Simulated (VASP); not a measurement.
# BaHfO3 (Pm-3m) in VASP: single point with HSE06

Aim: the single point of BaHfO3 with HSE06.

All numbers are computed with VASP 6.6.1; they aren't measurements. Logs are shortened: lines on timing, memory, paths and dates and some standing lists are left out, and cuts for length are marked.

### Step 1. The cell of the first run

The structure is cubic, space group Pm-3m (No. 221). The conventional cell has a = 4.177 Å, b = 4.177 Å, c = 4.177 Å, α = 90.00°, β = 90.00°, γ = 90.00°. Ba (site symmetry m-3m) has 12 O at 2.95 Å and 8 Hf at 3.62 Å within 3.9 Å. Hf (site symmetry m-3m) has 6 O at 2.09 Å within 2.8 Å. Within 2.8 Å of O (site symmetry 4/mmm) lie 2 Hf at 2.09 Å.

### Step 2. Single point, HSE06

POSCAR

```
BaHfO3
1.0
    4.1770517715      0.0000000000      0.0000000000
    0.0000000000      4.1770517715      0.0000000000
    0.0000000000      0.0000000000      4.1770487576
Ba Hf O
1 1 3
Direct
    0.5000000000      0.5000000000      0.9979971679
    0.0000000000      0.0000000000      0.4979944650
    0.0000000000      0.5000000000      0.4980131177
    0.5000000000      0.0000000000      0.4980131177
    0.0000000000      0.0000000000      0.9980039217
```

INCAR.step1

```
PREC = Accurate ; ENCUT = 520
EDIFF = 1E-5 ; ISMEAR = 0
SIGMA = 0.01 ; LREAL = False
LASPH = True ; NELM = 60
ALGO = Normal ; ISIF = 2
LWAVE = True ; LCHARG = False
GGA = PE ; NBANDS = 27
KPAR = 4
```

INCAR.step2

```
PREC = Accurate ; ENCUT = 520
EDIFF = 1E-6 ; ISMEAR = 0
SIGMA = 0.01 ; LREAL = False
LASPH = True ; NELM = 60
ALGO = Normal ; ISIF = 2
LWAVE = False ; LCHARG = False
GGA = PE ; LHFCALC = True
HFSCREEN = 0.2079 ; PRECFOCK = Fast
ISTART = 1 ; NBANDS = 27
KPAR = 4
```

KPOINTS

```
regular mesh
0
Gamma
  4 4 4
```

Potentials or basis: VASP PAW PBE potentials, release 64 (Ba_sv, Hf_pv, O).

On the command line:

```
$ cat potpaw_PBE.64/Ba_sv/POTCAR potpaw_PBE.64/Hf_pv/POTCAR potpaw_PBE.64/O/POTCAR > POTCAR
$ cp INCAR.step1 INCAR
$ mpirun -np 4 vasp_std > vasp.out
$ cp INCAR.step2 INCAR
$ mpirun -np 4 vasp_std > vasp.out
```

OUTCAR:

```text
PREC = Accurate
   ENCUT = 520
   EDIFF = 1E-6
   ISMEAR = 0
   LREAL = False
   LASPH = True
   NELM = 60
   ISIF = 2
   GGA = PE
   LHFCALC = True
   HFSCREEN = 0.2079
   PRECFOCK = Fast
   ISTART = 1

 ion  position               nearest neighbor table
   1  0.500  0.500  0.998-   3 2.95   4 2.95   4 2.95   3 2.95   5 2.95   5 2.95   5 2.95   5 2.95
                             3 2.95   4 2.95   4 2.95   3 2.95   2 3.62   2 3.62   2 3.62   2 3.62
   2  0.000  0.000  0.498-   5 2.09   4 2.09   3 2.09   3 2.09   4 2.09   5 2.09   1 3.62   1 3.62
                             1 3.62   1 3.62   1 3.62   1 3.62   1 3.62   1 3.62
   3  0.000  0.500  0.498-   2 2.09   2 2.09   1 2.95   1 2.95   1 2.95   1 2.95
   4  0.500  0.000  0.498-   2 2.09   2 2.09   1 2.95   1 2.95   1 2.95   1 2.95
   5  0.000  0.000  0.998-   2 2.09   2 2.09   1 2.95   1 2.95   1 2.95   1 2.95

  LATTYP: Found a simple cubic cell.
 ALAT       =     4.1770517715

  Lattice vectors:

 A1 = (   4.1770517715,   0.0000000000,   0.0000000000)
 A2 = (   0.0000000000,   4.1770517715,   0.0000000000)
 A3 = (   0.0000000000,   0.0000000000,   4.1770487576)

Analysis of symmetry for initial positions (statically):
=====================================================================
 Subroutine PRICEL returns:
 Original cell was already a primitive cell.

 Routine SETGRP: Setting up the symmetry group for a
 simple cubic supercell.

 Subroutine GETGRP returns: Found  8 space group operations
 (whereof  8 operations were pure point group operations)
 out of a pool of 48 trial point group operations.

The static configuration has the point symmetry C_4v.

Analysis of symmetry for dynamics (positions and initial velocities):
=====================================================================
 Subroutine PRICEL returns:
 Original cell was already a primitive cell.

 Routine SETGRP: Setting up the symmetry group for a
 simple cubic supercell.

 Subroutine GETGRP returns: Found  8 space group operations
 (whereof  8 operations were pure point group operations)
 out of a pool of 48 trial point group operations.

The dynamic configuration has the point symmetry C_4v.

 Subroutine INISYM returns: Found  8 space group operations
 (whereof  8 operations are pure point group operations),
 and found     1 'primitive' translations

----------------------------------------------------------------------------------------

                                     Primitive cell

  volume of cell :      72.8802

  direct lattice vectors                    reciprocal lattice vectors
     4.177051772  0.000000000  0.000000000     0.239403305  0.000000000  0.000000000
     0.000000000  4.177051772  0.000000000     0.000000000  0.239403305  0.000000000
     0.000000000  0.000000000  4.177048758     0.000000000  0.000000000  0.239403478

  length of vectors
     4.177051772  4.177051772  4.177048758     0.239403305  0.239403305  0.239403478

  position of ions in fractional coordinates (direct lattice)
     0.500000000  0.500000000  0.997997168
     0.000000000  0.000000000  0.497994465
     0.000000000  0.500000000  0.498013118
     0.500000000  0.000000000  0.498013118
     0.000000000  0.000000000  0.998003922

  ion indices of the primitive-cell ions
   primitive index   ion index
                 1           1
                 2           2
                 3           3
                 4           4
                 5           5

----------------------------------------------------------------------------------------

 KPOINTS: regular mesh

Automatic generation of k-mesh.
 Grid dimensions read from file:
 generate k-points for:    4    4    4

 Generating k-lattice:

  Cartesian coordinates                     Fractional coordinates (reciprocal lattice)
     0.059850826  0.000000000  0.000000000     0.250000000  0.000000000  0.000000000
     0.000000000  0.059850826  0.000000000     0.000000000  0.250000000  0.000000000
     0.000000000  0.000000000  0.059850869     0.000000000  0.000000000  0.250000000

  Length of vectors
     0.059850826  0.059850826  0.059850869

  Shift w.r.t. Gamma in fractional coordinates (k-lattice)
     0.000000000  0.000000000  0.000000000

 Subroutine IBZKPT returns following result:
 ===========================================

 Found     18 irreducible k-points:

 Following reciprocal coordinates:
            Coordinates               Weight
  0.000000  0.000000  0.000000      1.000000
  0.250000  0.000000  0.000000      4.000000
  0.000000  0.000000  0.250000      2.000000
  0.500000  0.000000  0.000000      2.000000
  0.000000  0.000000  0.500000      1.000000
  0.250000  0.250000  0.000000      4.000000
[... 10 lines left out ...]
  0.250000  0.500000  0.500000      4.000000
  0.500000  0.500000  0.500000      1.000000
   k-points           NKPTS =     18   k-points in BZ     NKDIM =     64   number of bands    NBANDS=     27
   number of dos      NEDOS =    301   number of ions     NIONS =      5
   total plane-waves  NPLWV =  32768
   dimension x,y,z NGX =    32 NGY =   32 NGZ =   32
   dimension x,y,z NGXF=    64 NGYF=   64 NGZF=   64
   ions per type =               1   1   3
   NGX,Y,Z   is equivalent  to a cutoff of  12.74, 12.74, 12.74 a.u.
   NGXF,Y,Z  is equivalent  to a cutoff of  25.47, 25.47, 25.47 a.u.
 SYSTEM =  unknown system
   PREC   = accura    normal or accurate (medium, high low for compatibility)
   ISTART =      1    job   : 0-new  1-cont  2-samecut
   ICHARG =      0    charge: 1-file 2-atom 10-const
   ISPIN  =      1    spin polarized calculation?
   LNONCOLLINEAR =      F non collinear calculations
   LSORBIT =      F    spin-orbit coupling
   LASPH  =      T    aspherical Exc in radial PAW
   ENCUT  =  520.0 eV  38.22 Ry    6.18 a.u.   7.77  7.77  7.77*2*pi/ulx,y,z
   NELM   =     60;   NELMIN=  2; NELMDL=  0     # of ELM steps
   EDIFF  = 0.1E-05   stopping-criterion for ELM
   LREAL  =      F    real-space projection
   EDIFFG = 0.1E-04   stopping-criterion for IOM
   NSW    =      0    number of steps for IOM
   IBRION =     -1    ionic relax: 0-MD 1-quasi-New 2-CG
   NFREE  =      0    steps in history (QN), initial steepest desc. (CG)
   ISIF   =      2    stress and relaxation
   ISYM   =      3    0-nonsym 1-usesym 2-fastsym
   POTIM  = 0.5000    time-step for ionic-motion
   TEBEG  =    0.0;   TEEND  =   0.0 temperature during run
   PSTRESS=    0.0 pullay stress
   NELECT =      38.0000    total number of electrons
   NUPDOWN=      -1.0000    fix difference up-down
   EMIN   =  10.00;   EMAX   =-10.00  energy-range for DOS
   EFERMI =   0.00;   METHOD = LEGACY
   ISMEAR =     0;   SIGMA  =   0.01  broadening in eV -4-tet -1-fermi 0-gaus
   EFERMI_NEDOS =   21; number of points for ismear=-14 and -15
   IALGO  =     38    algorithm
   IMIX   =      1    mixing-type and parameters
     AMIX     =   0.40;   BMIX     =  1.00
     AMIX_MAG =   1.60;   BMIX_MAG =  1.00
  volume/ion in A,a.u.               =      14.58        98.36
  Fermi-wavevector in a.u.,A,eV,Ry     =   1.317649  2.489995 23.622406  1.736198
  Thomas-Fermi vector in A             =   2.447675
   LORBIT       =      0    0 simple, 1 ext, 2 COOP (PROOUT), +10 PAW based schemes
   GGA     = PE    functional components
   LHFCALC =     T    Hartree Fock is set to
   PRECFOCK=fast      Normal, Fast or Accurate (Low or Medium for compatibility)
   ENCUT4O =  -1.0   cutoff for four orbital integrals eV
   NKREDX  =     1    reduce k-point grid by
   NKREDY  =     1    reduce k-point grid by
   NKREDZ  =     1    reduce k-point grid by
   AEXX    =    0.2500 exact exchange contribution
   HFSCREEN=    0.2079 screening length (either q_TF or 0.3 A-1)
   HFSCREENC=   0.2079 screening length for correlation (either q_TF or 0.3 A-1)
   ENCUTFOCK=  -1.0 apply spherical cutoff to Coloumb kernel
   IVDW    =     0    specifies the selected vdW correction
   LEPSILON=     F    determine dielectric tensor
   LRPA    =     F    only Hartree local field effects (RPA)
 non-spin polarized calculation
 Gauss-broadening in eV      SIGMA  =   0.01
  energy-cutoff  :      520.00
  volume of cell :       72.88
 maximum number of plane-waves:      1986
 NGX is ok and might be reduce to    32
  NGX = 18; NGY = 18; NGZ = 18

 number of electron      38.0000004 magnetization

 Free energy of the ion-electron system (eV)
  ---------------------------------------------------
  ext. energy  EPLUGINS =         0.00000000
  ---------------------------------------------------
  free energy    TOTEN  =       -51.67987507 eV

  energy without entropy =      -51.67987507  energy(sigma->0) =      -51.67987507

 E-fermi :   1.4548     XC(G=0):  -8.9053

 val. band max:        1.3695502441   @ k =   0.5000   0.5000   0.5000
 cond. band min:       6.4165094507   @ k =   0.0000   0.0000   0.0000
 fundamental gap:      5.0469592065
 Fermi energy:         1.4547970392

 k-point     1 :       0.0000    0.0000    0.0000
  band No.  band energies     occupation
      1     -28.9821      2.00000
      2     -28.9821      2.00000
      3     -28.9821      2.00000
      4     -25.2426      2.00000
      5     -16.8911      2.00000
      6     -16.3429      2.00000
[... 19 lines left out ...]
     26      11.4967      0.00000
     27      11.4967      0.00000

 k-point     2 :       0.2500    0.0000    0.0000
  band No.  band energies     occupation
      1     -29.0628      2.00000
      2     -28.9787      2.00000
      3     -28.9787      2.00000
      4     -25.1990      2.00000
      5     -16.8936      2.00000
      6     -16.3303      2.00000
[... 19 lines left out ...]
     26      11.1532      0.00000
     27      11.4986      0.00000

 k-point     3 :       0.0000    0.0000    0.2500
  band No.  band energies     occupation
      1     -29.0628      2.00000
      2     -28.9787      2.00000
      3     -28.9787      2.00000
      4     -25.1990      2.00000
      5     -16.8936      2.00000
      6     -16.3303      2.00000
[... 19 lines left out ...]
     26      11.1532      0.00000
     27      11.4985      0.00000

 k-point     4 :       0.5000    0.0000    0.0000
  band No.  band energies     occupation
      1     -29.1409      2.00000
      2     -28.9754      2.00000
      3     -28.9753      2.00000
      4     -25.1558      2.00000
      5     -16.9871      2.00000
      6     -16.3174      2.00000
[... 19 lines left out ...]
     26      11.4849      0.00000
     27      11.7638      0.00000

 k-point     5 :       0.0000    0.0000    0.5000
  band No.  band energies     occupation
      1     -29.1409      2.00000
      2     -28.9754      2.00000
      3     -28.9753      2.00000
      4     -25.1558      2.00000
      5     -16.9871      2.00000
      6     -16.3174      2.00000
[... 19 lines left out ...]
     26      11.7354      0.00000
     27      11.7639      0.00000

 k-point     6 :       0.2500    0.2500    0.0000
  band No.  band energies     occupation
      1     -29.0597      2.00000
      2     -29.0556      2.00000
      3     -28.9754      2.00000
      4     -25.1689      2.00000
      5     -16.7424      2.00000
      6     -16.0748      2.00000
[... 264 lines left out ...]
      1     -29.1288      2.00000
      2     -29.0494      2.00000
      3     -29.0483      2.00000
      4     -25.1199      2.00000
      5     -16.3174      2.00000
      6     -15.9478      2.00000
[... 19 lines left out ...]
     26      11.0293      0.00000
     27      12.0485      0.00000

 k-point    16 :       0.5000    0.5000    0.2500
  band No.  band energies     occupation
      1     -29.1235      2.00000
      2     -29.1235      2.00000
      3     -29.0452      2.00000
      4     -25.1007      2.00000
      5     -16.0878      2.00000
      6     -15.6009      2.00000
[... 19 lines left out ...]
     26      11.5120      0.00000
     27      12.6613      0.00000

 k-point    17 :       0.2500    0.5000    0.5000
  band No.  band energies     occupation
      1     -29.1235      2.00000
      2     -29.1235      2.00000
      3     -29.0452      2.00000
      4     -25.1007      2.00000
      5     -16.0878      2.00000
      6     -15.6009      2.00000
[... 19 lines left out ...]
     26      11.5120      0.00000
     27      12.6613      0.00000

 k-point    18 :       0.5000    0.5000    0.5000
  band No.  band energies     occupation
      1     -29.1195      2.00000
      2     -29.1195      2.00000
      3     -29.1195      2.00000
      4     -25.0793      2.00000
      5     -15.5462      2.00000
      6     -15.5462      2.00000
[... 19 lines left out ...]
     26      12.3842      0.00000
     27      12.3842      0.00000

------------------------ aborting loop because EDIFF is reached ----------------------------------------

  FORCE on cell =-STRESS in cart. coord.  units (eV):
  Direction    XX          YY          ZZ          XY          YZ          ZX
  --------------------------------------------------------------------------------------
  -------------------------------------------------------------------------------------
  Total       -0.6697318     -0.6697318     -0.6694595      0.0000000      0.0000000      0.0000000
  in kB      -14.7232021    -14.7232021    -14.7172141      0.0000000      0.0000000      0.0000000
  external PRESSURE =     -14.7212061 kB  Pullay stress =       0.0000000 kB

 VOLUME and BASIS-vectors are now :
 -----------------------------------------------------------------------------
  energy-cutoff  :      520.00
  volume of cell :       72.88
      direct lattice vectors                 reciprocal lattice vectors
     4.177051772  0.000000000  0.000000000     0.239403305  0.000000000  0.000000000
     0.000000000  4.177051772  0.000000000     0.000000000  0.239403305  0.000000000
     0.000000000  0.000000000  4.177048758     0.000000000  0.000000000  0.239403478

 POSITION                                       TOTAL-FORCE (eV/Angst)
 -----------------------------------------------------------------------------------
      2.08853      2.08853      4.16868        -0.000000     -0.000000     -0.000167
      0.00000      0.00000      2.08015         0.000000     -0.000000      0.000185
      0.00000      2.08853      2.08023        -0.000000     -0.000000     -0.000114
      2.08853      0.00000      2.08023        -0.000000      0.000000     -0.000114
      0.00000      0.00000      4.16871        -0.000000     -0.000000      0.000210
 -----------------------------------------------------------------------------------
    total drift:                                0.000000      0.000000      0.000789

  FREE ENERGIE OF THE ION-ELECTRON SYSTEM (eV)
  ---------------------------------------------------
  free  energy   TOTEN  =       -51.6798750653 eV

  energy  without entropy=      -51.6798750653  energy(sigma->0) =      -51.67987507
```

It took 11 min on 4 MPI ranks of Intel Xeon Platinum 8259CL at 2.50GHz (Skylake/Cascade Lake), shared host; peak memory 0.31 GiB.

Results:

```yaml
Free_energy: -51.6799 eV
Pressure: -1.5 GPa
Band_gap_on_the_k_mesh: 5.05 eV (least direct gap 5.30 eV)
```

Caveat: the PAW data sets were made with another functional, which shifts forces and pressure a little; spin-orbit coupling is left out, which moves the levels of the heavy elements.
